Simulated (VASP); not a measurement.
# Ni in VASP: a series of runs

Runs on Ni. Level: PBE. Tasks: single point.

All numbers are computed with VASP 6.6.1; they aren't measurements. Logs are shortened: lines on timing, memory, paths and dates and some standing lists are left out, and cuts for length are marked.

### 1 The cell of the first run

The structure is tetragonal, space group I4/mmm (No. 139). Conventional cell: a = 2.457 Å, b = 2.457 Å, c = 3.336 Å, α = 90.00°, β = 90.00°, γ = 90.00°. Ni (site symmetry 4/mmm) has 12 Ni at 2.41 to 2.46 Å within 3.2 Å.

### 2 Single point, PBE, collinear spin, ferromagnetic start

INCAR reads:

```
SYSTEM = Ni
PREC = Accurate ; ENCUT = 520
EDIFF = 1E-6 ; ISMEAR = -1
SIGMA = 0.05 ; LREAL = .FALSE.
LASPH = .TRUE. ; NELM = 150
ALGO = Normal ; ISIF = 2
LWAVE = .FALSE. ; LCHARG = .FALSE.
ISPIN = 2 ; MAGMOM = 1
LORBIT = 11 ; LMAXMIX = 4
GGA = PE ; NBANDS = 15
```

KPOINTS reads:

```
regular mesh
0
G
  11 11 11
  0 0 0
```

POSCAR reads:

```
Ni
1.0
    0.0000000000      1.7375729330      1.6680700157
    1.7375729330      0.0000000000      1.6680700157
    1.7375729330      1.7375729330      0.0000000000
Ni
1
Direct
    0.0000000000      0.0000000000      0.0000000000
```

Potentials or basis: VASP PAW PBE potentials, release 64 (Ni).

The run is started by

```
$ cat potpaw_PBE.64/Ni/POTCAR > POTCAR
$ mpirun -np 1 vasp_std > vasp.out
```

OUTCAR:

```text
SYSTEM = Ni
   PREC = Accurate
   ENCUT = 520
   EDIFF = 1E-6
   ISMEAR = -1
   LREAL = .FALSE.
   LASPH = .TRUE.
   NELM = 150
   ISIF = 2
   ISPIN = 2
   LORBIT = 11
   GGA = PE

 ion  position               nearest neighbor table
   1  0.000  0.000  0.000-

  LATTYP: Found a body centered tetragonal cell.
 ALAT       =     2.4572992075
 C/A-ratio  =     1.3576450199

  Lattice vectors:

 A1 = (   0.0000000000,  -1.7375729330,  -1.6680700157)
 A2 = (   0.0000000000,   1.7375729330,  -1.6680700157)
 A3 = (   1.7375729330,   0.0000000000,   1.6680700157)

Analysis of symmetry for initial positions (statically):
=====================================================================
 Subroutine PRICEL returns:
 Original cell was already a primitive cell.

 Routine SETGRP: Setting up the symmetry group for a
 body centered tetragonal supercell.

 Subroutine GETGRP returns: Found 16 space group operations
 (whereof 16 operations were pure point group operations)
 out of a pool of 16 trial point group operations.

The static configuration has the point symmetry D_4h.

Analysis of symmetry for dynamics (positions and initial velocities):
=====================================================================
 Subroutine PRICEL returns:
 Original cell was already a primitive cell.

 Routine SETGRP: Setting up the symmetry group for a
 body centered tetragonal supercell.

 Subroutine GETGRP returns: Found 16 space group operations
 (whereof 16 operations were pure point group operations)
 out of a pool of 16 trial point group operations.

The dynamic configuration has the point symmetry D_4h.

Analysis of structural, dynamic, and magnetic symmetry:
=====================================================================
 Subroutine PRICEL returns:
 Original cell was already a primitive cell.

 Routine SETGRP: Setting up the symmetry group for a
 body centered tetragonal supercell.

 Subroutine GETGRP returns: Found 16 space group operations
 (whereof 16 operations were pure point group operations)
 out of a pool of 16 trial point group operations.

The overall configuration has the point symmetry D_4h.

 Subroutine INISYM returns: Found 16 space group operations
 (whereof 16 operations are pure point group operations),
 and found     1 'primitive' translations

----------------------------------------------------------------------------------------

                                     Primitive cell

  volume of cell :      10.0723

  direct lattice vectors                    reciprocal lattice vectors
     0.000000000  1.737572933  1.668070016    -0.287757705  0.287757705  0.299747610
     1.737572933  0.000000000  1.668070016     0.287757705 -0.287757705  0.299747610
     1.737572933  1.737572933  0.000000000     0.287757705  0.287757705 -0.299747610

  length of vectors
     2.408654661  2.408654661  2.457299207     0.505428159  0.505428159  0.505428159

  position of ions in fractional coordinates (direct lattice)
     0.000000000  0.000000000  0.000000000

  ion indices of the primitive-cell ions
   primitive index   ion index
                 1           1

----------------------------------------------------------------------------------------

 KPOINTS: regular mesh

Automatic generation of k-mesh.
 Grid dimensions read from file:
 generate k-points for:   11   11   11

 Generating k-lattice:

  Cartesian coordinates                     Fractional coordinates (reciprocal lattice)
    -0.026159791  0.026159791  0.027249783     0.090909091 -0.000000000  0.000000000
     0.026159791 -0.026159791  0.027249783    -0.000000000  0.090909091  0.000000000
     0.026159791  0.026159791 -0.027249783     0.000000000  0.000000000  0.090909091

  Length of vectors
     0.045948014  0.045948014  0.045948014

  Shift w.r.t. Gamma in fractional coordinates (k-lattice)
     0.000000000  0.000000000  0.000000000

 Subroutine IBZKPT returns following result:
 ===========================================

 Found    126 irreducible k-points:

 Following reciprocal coordinates:
            Coordinates               Weight
  0.000000  0.000000  0.000000      1.000000
  0.090909  0.000000  0.000000      8.000000
  0.181818  0.000000  0.000000      8.000000
  0.272727  0.000000  0.000000      8.000000
  0.363636  0.000000  0.000000      8.000000
  0.454545  0.000000  0.000000      8.000000
[... 16 lines left out ...]
 -0.272727  0.181818  0.000000      8.000000
 -0.181818  0.181818  0.000000      4.000000
 [... further k-points ...]
   k-points           NKPTS =    126   k-points in BZ     NKDIM =    126   number of bands    NBANDS=     15
   number of dos      NEDOS =    301   number of ions     NIONS =      1
   total plane-waves  NPLWV =   5832
   dimension x,y,z NGX =    18 NGY =   18 NGZ =   18
   dimension x,y,z NGXF=    36 NGYF=   36 NGZF=   36
   ions per type =               1
   NGX,Y,Z   is equivalent  to a cutoff of  12.42, 12.42, 12.18 a.u.
   NGXF,Y,Z  is equivalent  to a cutoff of  24.85, 24.85, 24.36 a.u.
 SYSTEM =  Ni
   PREC   = accura    normal or accurate (medium, high low for compatibility)
   ISTART =      0    job   : 0-new  1-cont  2-samecut
   ICHARG =      2    charge: 1-file 2-atom 10-const
   ISPIN  =      2    spin polarized calculation?
   LNONCOLLINEAR =      F non collinear calculations
   LSORBIT =      F    spin-orbit coupling
   LASPH  =      T    aspherical Exc in radial PAW
   ENCUT  =  520.0 eV  38.22 Ry    6.18 a.u.   4.48  4.48  4.57*2*pi/ulx,y,z
   NELM   =    150;   NELMIN=  2; NELMDL= -5     # of ELM steps
   EDIFF  = 0.1E-05   stopping-criterion for ELM
   LREAL  =      F    real-space projection
   EDIFFG = 0.1E-04   stopping-criterion for IOM
   NSW    =      0    number of steps for IOM
   IBRION =     -1    ionic relax: 0-MD 1-quasi-New 2-CG
   NFREE  =      0    steps in history (QN), initial steepest desc. (CG)
   ISIF   =      2    stress and relaxation
   ISYM   =      2    0-nonsym 1-usesym 2-fastsym
   POTIM  = 0.5000    time-step for ionic-motion
   TEBEG  =    0.0;   TEEND  =   0.0 temperature during run
   PSTRESS=    0.0 pullay stress
   NELECT =      10.0000    total number of electrons
   NUPDOWN=      -1.0000    fix difference up-down
   EMIN   =  10.00;   EMAX   =-10.00  energy-range for DOS
   EFERMI =   0.00;   METHOD = LEGACY
   ISMEAR =    -1;   SIGMA  =   0.05  broadening in eV -4-tet -1-fermi 0-gaus
   EFERMI_NEDOS =   21; number of points for ismear=-14 and -15
   IALGO  =     38    algorithm
   IMIX   =      4    mixing-type and parameters
     AMIX     =   0.40;   BMIX     =  1.00
     AMIX_MAG =   1.60;   BMIX_MAG =  1.00
  volume/ion in A,a.u.               =      10.07        67.97
  Fermi-wavevector in a.u.,A,eV,Ry     =   1.633170  3.086244 36.290059  2.667244
  Thomas-Fermi vector in A             =   2.725019
   LORBIT       =     11    0 simple, 1 ext, 2 COOP (PROOUT), +10 PAW based schemes
   GGA     = PE    functional components
   LHFCALC =     F    Hartree Fock is set to
   AEXX    =    0.0000 exact exchange contribution
   IVDW    =     0    specifies the selected vdW correction
   LEPSILON=     F    determine dielectric tensor
   LRPA    =     F    only Hartree local field effects (RPA)
 spin polarized calculation
  energy-cutoff  :      520.00
  volume of cell :       10.07
 maximum number of plane-waves:       286
 NGX is ok and might be reduce to    18
   NGX =  9   NGY =  9   NGZ =  9

 number of electron      10.0000000 magnetization       1.0000000

 number of electron       9.9999994 magnetization       0.5708521

 Free energy of the ion-electron system (eV)
  ---------------------------------------------------
  ext. energy  EPLUGINS =         0.00000000
  ---------------------------------------------------
  free energy    TOTEN  =        -5.43147177 eV

  energy without entropy =       -5.41880391  energy(sigma->0) =       -5.42513784

 E-fermi :  10.5028     XC(G=0): -13.7164

 val. band max:       10.4804094791   @ k =   0.3636   0.1818   0.0000
 cond. band min:      10.5078021563   @ k =  -0.3636   0.0909   0.2727
 fundamental gap:      0.0273926771
 Fermi energy:        10.5027819107

 spin component 1

 k-point     1 :       0.0000    0.0000    0.0000
  band No.  band energies     occupation
      1       0.9554      1.00000
      2       7.8256      1.00000
      3       7.8256      1.00000
      4       8.0938      1.00000
      5       9.0556      1.00000
      6       9.3514      1.00000
      7      34.9238      0.00000
      8      39.1716      0.00000
      9      39.1716      0.00000
     10      39.7790      0.00000
     11      42.4304      0.00000
     12      42.7275      0.00000
     13      42.7275      0.00000
     14      45.2667      0.00000
     15      51.4265      0.00000
[... 397 lines left out ...]
 k-point    24 :      -0.1818    0.1818    0.0000
  band No.  band energies     occupation
      1       4.1053      1.00000
      2       7.2844      1.00000
      3       8.1044      1.00000
      4       8.5399      1.00000
      5       8.6447      1.00000
      6      10.0521      0.99988
      7      27.0716      0.00000
      8      27.9111      0.00000
      9      37.0708      0.00000
     10      38.0006      0.00000
     11      40.8902      0.00000
     12      44.1870      0.00000
     13      44.8451      0.00000
     14      50.8775      0.00000
     15      55.0586      0.00000

 [... further k-points ...]

 spin component 2

 k-point     1 :       0.0000    0.0000    0.0000
  band No.  band energies     occupation
      1       0.9232      1.00000
      2       8.5168      1.00000
      3       8.5168      1.00000
      4       8.7715      1.00000
      5       9.6029      1.00000
      6       9.8855      1.00000
      7      34.7808      0.00000
      8      39.1285      0.00000
      9      39.1285      0.00000
     10      39.7797      0.00000
     11      42.5009      0.00000
     12      42.8385      0.00000
     13      42.8385      0.00000
     14      45.1498      0.00000
     15      51.6375      0.00000
[... 397 lines left out ...]
 k-point    24 :      -0.1818    0.1818    0.0000
  band No.  band energies     occupation
      1       4.1115      1.00000
      2       7.9040      1.00000
      3       8.6610      1.00000
      4       9.1654      1.00000
      5       9.2645      1.00000
      6      10.6690      0.03478
      7      27.2180      0.00000
      8      27.9697      0.00000
      9      37.0470      0.00000
     10      38.0629      0.00000
     11      40.8211      0.00000
     12      44.2569      0.00000
     13      44.9399      0.00000
     14      51.1445      0.00000
     15      55.0159      0.00000

 [... further k-points ...]
[... 5 lines left out ...]
  --------------------------------------------------------------------------------------
  -------------------------------------------------------------------------------------
  Total        1.0369588      1.0369588      1.3734637      0.0000000     -0.0000000     -0.0000000
  in kB      164.9459726    164.9459726    218.4728168      0.0000000     -0.0000000     -0.0000000
  external PRESSURE =     182.7882540 kB  Pullay stress =       0.0000000 kB

 VOLUME and BASIS-vectors are now :
 -----------------------------------------------------------------------------
  energy-cutoff  :      520.00
  volume of cell :       10.07
      direct lattice vectors                 reciprocal lattice vectors
     0.000000000  1.737572933  1.668070016    -0.287757705  0.287757705  0.299747610
     1.737572933  0.000000000  1.668070016     0.287757705 -0.287757705  0.299747610
     1.737572933  1.737572933  0.000000000     0.287757705  0.287757705 -0.299747610

 POSITION                                       TOTAL-FORCE (eV/Angst)
 -----------------------------------------------------------------------------------
      0.00000      0.00000      0.00000         0.000000      0.000000     -0.000000
 -----------------------------------------------------------------------------------
    total drift:                                0.000000     -0.000000     -0.000000

  FREE ENERGIE OF THE ION-ELECTRON SYSTEM (eV)
  ---------------------------------------------------
  free  energy   TOTEN  =        -5.4314717654 eV

  energy  without entropy=       -5.4188039113  energy(sigma->0) =       -5.42513784

 total charge

# of ion       s       p       d       tot
------------------------------------------
    1        0.531   0.570   8.358   9.459

 magnetization (x)

# of ion       s       p       d       tot
------------------------------------------
    1       -0.007  -0.026   0.609   0.576
```

Run time: 57 s. Hardware: 1 thread of Intel Xeon 8259CL, shared host; peak memory 0.14 GiB.

What came out:

```yaml
Free_energy: -5.4315 eV
Pressure: 18.3 GPa
Net_moment: 0.57 μB per cell
Site_moments: Ni +0.58 μB
Valence_electrons_inside_the_program's_atomic_spheres: Ni 9.46
```

[end of part 1 of 2]
